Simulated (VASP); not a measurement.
# InAs2 (R-3m) in VASP: further runs

Runs on InAs2. Level: PBE. Tasks: single point, relaxation of cell and atoms.

All numbers are computed with VASP 6.6.1; they aren't measurements. Logs are shortened: lines on timing, memory, paths and dates and some standing lists are left out, and cuts for length are marked.

## 1. The cell of the first run

The structure is trigonal, space group R-3m (No. 166). Conventional cell: a = 3.734 Å, b = 3.734 Å, c = 16.917 Å, α = 90.00°, β = 90.00°, γ = 120.00°. Within 3.4 Å of In (site symmetry -3m) lie 6 As at 2.58 Å. As (site symmetry 3m) has 3 In at 2.58 Å within 3.4 Å.

## 2. Single point, PBE

Input file INCAR:

```
SYSTEM = InAs2
PREC = Accurate ; ENCUT = 520
EDIFF = 1E-6 ; ISMEAR = 0
SIGMA = 0.1 ; LREAL = .False.
LASPH = .True. ; NELM = 100
ALGO = Normal ; ISIF = 2
LWAVE = .False. ; LCHARG = .False.
GGA = PE ; NBANDS = 18
```

Input file KPOINTS:

```
Automatic mesh
0
Gamma
  6 6 6
  0 0 0
```

Input file POSCAR:

```
InAs2
1.0
    1.8670159364      1.0779221535      5.6388657347
   -1.8670159364      1.0779221535      5.6388657347
    0.0000000000     -2.1558443069      5.6388657347
In As
1 2
Direct
    0.0000000000      0.0000000000      0.0000000000
    0.7500000000      0.7500000000      0.7500000000
    0.2500000000      0.2500000000      0.2500000000
```

Potentials or basis: VASP PAW PBE potentials, release 64 (In_d, As).

Launch:

```bash
> cat potpaw_PBE.64/In_d/POTCAR potpaw_PBE.64/As/POTCAR > POTCAR
> mpirun -np 1 vasp_std > vasp.out
```

OUTCAR:

```text
SYSTEM = InAs2
   PREC = Accurate
   ENCUT = 520
   EDIFF = 1E-6
   ISMEAR = 0
   LREAL = .False.
   LASPH = .True.
   NELM = 100
   ISIF = 2
   GGA = PE

 ion  position               nearest neighbor table
   1  0.000  0.000  0.000-   2 2.58   3 2.58   2 2.58   2 2.58   3 2.58   3 2.58
   2  0.750  0.750  0.750-   1 2.58   1 2.58   1 2.58
   3  0.250  0.250  0.250-   1 2.58   1 2.58   1 2.58

  LATTYP: Found a trigonal (rhomboedric) cell.
 ALAT       =     6.0369256621
 COS(alpha) =     0.8087090652

  Lattice vectors:

 A1 = (   1.8670159364,   1.0779221535,   5.6388657347)
 A2 = (  -1.8670159364,   1.0779221535,   5.6388657347)
 A3 = (   0.0000000000,  -2.1558443069,   5.6388657347)

Analysis of symmetry for initial positions (statically):
=====================================================================
 Subroutine PRICEL returns:
 Original cell was already a primitive cell.

 Routine SETGRP: Setting up the symmetry group for a
 trigonal (rhombohedral) supercell.

 Subroutine GETGRP returns: Found 12 space group operations
 (whereof 12 operations were pure point group operations)
 out of a pool of 12 trial point group operations.

The static configuration has the point symmetry D_3d.

Analysis of symmetry for dynamics (positions and initial velocities):
=====================================================================
 Subroutine PRICEL returns:
 Original cell was already a primitive cell.

 Routine SETGRP: Setting up the symmetry group for a
 trigonal (rhombohedral) supercell.

 Subroutine GETGRP returns: Found 12 space group operations
 (whereof 12 operations were pure point group operations)
 out of a pool of 12 trial point group operations.

The dynamic configuration has the point symmetry D_3d.

 Subroutine INISYM returns: Found 12 space group operations
 (whereof 12 operations are pure point group operations),
 and found     1 'primitive' translations

----------------------------------------------------------------------------------------

                                     Primitive cell

  volume of cell :      68.0892

  direct lattice vectors                    reciprocal lattice vectors
     1.867015936  1.077922154  5.638865735     0.267807034  0.154618463  0.059113543
    -1.867015936  1.077922154  5.638865735    -0.267807034  0.154618463  0.059113543
     0.000000000 -2.155844307  5.638865735     0.000000000 -0.309236926  0.059113543

[... 84 lines left out ...]
   NELM   =    100;   NELMIN=  2; NELMDL= -5     # of ELM steps
   EDIFF  = 0.1E-05   stopping-criterion for ELM
   LREAL  =      F    real-space projection
   EDIFFG = 0.1E-04   stopping-criterion for IOM
   NSW    =      0    number of steps for IOM
   IBRION =     -1    ionic relax: 0-MD 1-quasi-New 2-CG
   NFREE  =      0    steps in history (QN), initial steepest desc. (CG)
   ISIF   =      2    stress and relaxation
   ISYM   =      2    0-nonsym 1-usesym 2-fastsym
   POTIM  = 0.5000    time-step for ionic-motion
   TEBEG  =    0.0;   TEEND  =   0.0 temperature during run
   PSTRESS=    0.0 pullay stress
   NELECT =      23.0000    total number of electrons
   NUPDOWN=      -1.0000    fix difference up-down
   EMIN   =  10.00;   EMAX   =-10.00  energy-range for DOS
   EFERMI =   0.00;   METHOD = LEGACY
   ISMEAR =     0;   SIGMA  =   0.10  broadening in eV -4-tet -1-fermi 0-gaus
   EFERMI_NEDOS =   21; number of points for ismear=-14 and -15
   IALGO  =     38    algorithm
   IMIX   =      4    mixing-type and parameters
     AMIX     =   0.40;   BMIX     =  1.00
     AMIX_MAG =   1.60;   BMIX_MAG =  1.00
  volume/ion in A,a.u.               =      22.70       153.16
  Fermi-wavevector in a.u.,A,eV,Ry     =   1.140139  2.154551 17.686457  1.299918
  Thomas-Fermi vector in A             =   2.276842
   LORBIT       =      0    0 simple, 1 ext, 2 COOP (PROOUT), +10 PAW based schemes
   GGA     = PE    functional components
   LHFCALC =     F    Hartree Fock is set to
   AEXX    =    0.0000 exact exchange contribution
   IVDW    =     0    specifies the selected vdW correction
   LEPSILON=     F    determine dielectric tensor
   LRPA    =     F    only Hartree local field effects (RPA)
 non-spin polarized calculation
 Gauss-broadening in eV      SIGMA  =   0.10
  energy-cutoff  :      520.00
  volume of cell :       68.09
 maximum number of plane-waves:      1842
 NGX is ok and might be reduce to    48
   NGX = 23   NGY = 23   NGZ = 23

 number of electron      23.0000003 magnetization

 Free energy of the ion-electron system (eV)
  ---------------------------------------------------
  ext. energy  EPLUGINS =         0.00000000
  ---------------------------------------------------
  free energy    TOTEN  =        -9.97049511 eV

  energy without entropy =       -9.95913216  energy(sigma->0) =       -9.96481364

 E-fermi :   5.6293     XC(G=0): -10.0257

 val. band max:        5.6087881347   @ k =   0.5000   0.3333   0.0000
 cond. band min:       5.6443459580   @ k =   0.5000   0.3333   0.1667
 fundamental gap:      0.0355578233
 Fermi energy:         5.6293330148

 k-point     1 :       0.0000    0.0000    0.0000
  band No.  band energies     occupation
      1      -9.1204      2.00000
      2      -9.1204      2.00000
      3      -9.0097      2.00000
      4      -8.8822      2.00000
      5      -8.8822      2.00000
      6      -7.6569      2.00000
[... 481 lines left out ...]
      5      -8.8158      2.00000
      6      -5.2505      2.00000
[... 10 lines left out ...]
     17      12.6357      0.00000
     18      14.1210      0.00000

 [... further k-points ...]

------------------------ aborting loop because EDIFF is reached ----------------------------------------

  FORCE on cell =-STRESS in cart. coord.  units (eV):
  Direction    XX          YY          ZZ          XY          YZ          ZX
  --------------------------------------------------------------------------------------
  -------------------------------------------------------------------------------------
  Total        6.8572528      6.8572528      4.3253641      0.0000000      0.0000000     -0.0000000
  in kB      161.3549582    161.3549582    101.7782137      0.0000000      0.0000000     -0.0000000
  external PRESSURE =     141.4960433 kB  Pullay stress =       0.0000000 kB

 VOLUME and BASIS-vectors are now :
 -----------------------------------------------------------------------------
  energy-cutoff  :      520.00
  volume of cell :       68.09
      direct lattice vectors                 reciprocal lattice vectors
     1.867015936  1.077922154  5.638865735     0.267807034  0.154618463  0.059113543
    -1.867015936  1.077922154  5.638865735    -0.267807034  0.154618463  0.059113543
     0.000000000 -2.155844307  5.638865735     0.000000000 -0.309236926  0.059113543

 POSITION                                       TOTAL-FORCE (eV/Angst)
 -----------------------------------------------------------------------------------
      0.00000      0.00000      0.00000         0.000000      0.000000      0.000000
      0.00000      0.00000     12.68745         0.000000      0.000000      2.454809
      0.00000      0.00000      4.22915         0.000000     -0.000000     -2.454809
 -----------------------------------------------------------------------------------
    total drift:                               -0.000000     -0.000000      0.000000

  FREE ENERGIE OF THE ION-ELECTRON SYSTEM (eV)
  ---------------------------------------------------
  free  energy   TOTEN  =        -9.9704951103 eV

  energy  without entropy=       -9.9591321602  energy(sigma->0) =       -9.96481364
```

Wall time 34 s (1 thread of Intel Xeon 6975P-C (Granite Rapids), shared host); peak memory 0.33 GiB.

Results:

* Free energy: -9.9705 eV
* Pressure: 14.1 GPa
* Largest force: 2.455 eV/Å
* Band gap on the k mesh: zero (an odd number of electrons rules out a gap without spin polarisation)

Forces in eV/Å, atoms in the order of the input:
```
In   0.000  0.000  0.000
As   0.000  0.000  2.455
As   0.000  0.000 -2.455
```

Levels at points of the mesh, in eV from the Fermi level:
| k point | band 8 | band 9 | band 10 | band 11 | band 12 | band 13 | band 14 | band 15 |
| --- | --- | --- | --- | --- | --- | --- | --- | --- |
| (0.00, 0.00, 0.00) | -5.17 | 0.55 | 0.55 | 0.78 | 0.78 | 1.85 | 3.66 | 4.00 |
| (0.50, 0.00, 0.00) | -5.79 | -4.16 | -2.07 | -1.88 | -0.96 | 0.32 | 2.88 | 4.41 |
| (0.50, 0.50, 0.00) | -6.40 | -4.89 | -2.24 | -1.01 | 1.20 | 1.25 | 1.92 | 4.81 |
| (0.50, 0.50, 0.50) | -2.62 | -1.59 | 0.18 | 0.18 | 1.10 | 1.10 | 4.25 | 4.87 |

Caveat: the stress differs along the axes, from 10 to 16 GPa; spin-orbit coupling is left out, which moves the levels of the heavy elements; an odd number of electrons without spin polarisation forces a metal; a magnetic or distorted state may lie lower.

## 3. Single point, PBE

This run uses another cell than the first one, of 25.44 Å³/atom.

Input file INCAR:

```
ALGO     = Normal         # electronic algorithm
EDIFF    = 1E-6           # SCF threshold, eV
ENCUT    = 520            # plane-wave cutoff, eV
GGA      = PE             # functional
ISIF     = 2              # what is computed and relaxed
ISMEAR   = 0              # smearing method
LASPH    = T              # aspherical terms in the spheres
LCHARG   = F              # write CHGCAR
LREAL    = F              # projectors in reciprocal space
LWAVE    = F              # write WAVECAR
NBANDS   = 18             # bands
NELM     = 80             # most SCF steps
PREC     = Accurate       # precision mode
SIGMA    = 0.1            # smearing width, eV
```

Input file KPOINTS:

```
k-points
0
Gamma
  6 6 6
```

Input file POSCAR:

```
InAs2
1.0
    1.8464558492      1.0660517816      6.4622775603
   -1.8464558492      1.0660517816      6.4622775603
    0.0000000000     -2.1321035631      6.4622775604
In As
1 2
Direct
    0.0000000000      0.0000000000      0.0000000000
    0.7967956937      0.7967956937      0.7967956937
    0.2032043063      0.2032043063      0.2032043063
```

Potentials or basis: VASP PAW PBE potentials, release 64 (In_d, As).

Launch:

```bash
> cat potpaw_PBE.64/In_d/POTCAR potpaw_PBE.64/As/POTCAR > POTCAR
> mpirun -np 1 vasp_std > vasp.out
```

It took 86 s on 1 thread of Intel Xeon 6975P-C (Granite Rapids), shared host; peak memory 0.37 GiB.

The run converged. Its results:

```
Free energy            : -11.6286 eV
Pressure               : 0.3 GPa
Largest force          : 0.040 eV/Å
Band gap on the k mesh : zero (an odd number of electrons rules out a gap without spin polarisation)
```

Forces in eV/Å, atoms in the order of the input:
```
In   0.000  0.000  0.000
As   0.000  0.000 -0.040
As   0.000  0.000  0.040
```

Stress tensor (GPa, compression positive):
```
0.21 0.00 0.00
0.00 0.21 0.00
0.00 0.00 0.51
```

Levels at points of the mesh, in eV from the Fermi level:
| k point | band 8 | band 9 | band 10 | band 11 | band 12 | band 13 | band 14 | band 15 |
| --- | --- | --- | --- | --- | --- | --- | --- | --- |
| (0.00, 0.00, 0.00) | -6.91 | -1.38 | -1.38 | -0.51 | 0.53 | 1.86 | 1.86 | 4.84 |
| (0.50, 0.00, 0.00) | -5.19 | -4.14 | -3.09 | -3.03 | -1.85 | 1.43 | 1.74 | 3.09 |
| (0.50, 0.50, 0.00) | -5.84 | -4.19 | -3.17 | -2.14 | -0.20 | 0.41 | 1.02 | 2.60 |
| (0.50, 0.50, 0.50) | -4.87 | -3.03 | -1.42 | -1.42 | 1.20 | 1.87 | 1.87 | 4.40 |

Caveat: spin-orbit coupling is left out, which moves the levels of the heavy elements; an odd number of electrons without spin polarisation forces a metal; a magnetic or distorted state may lie lower.

(Continued in part 2 of 2.)

The gap in the log of VASP goes by the Fermi energy; the results here count the filled bands.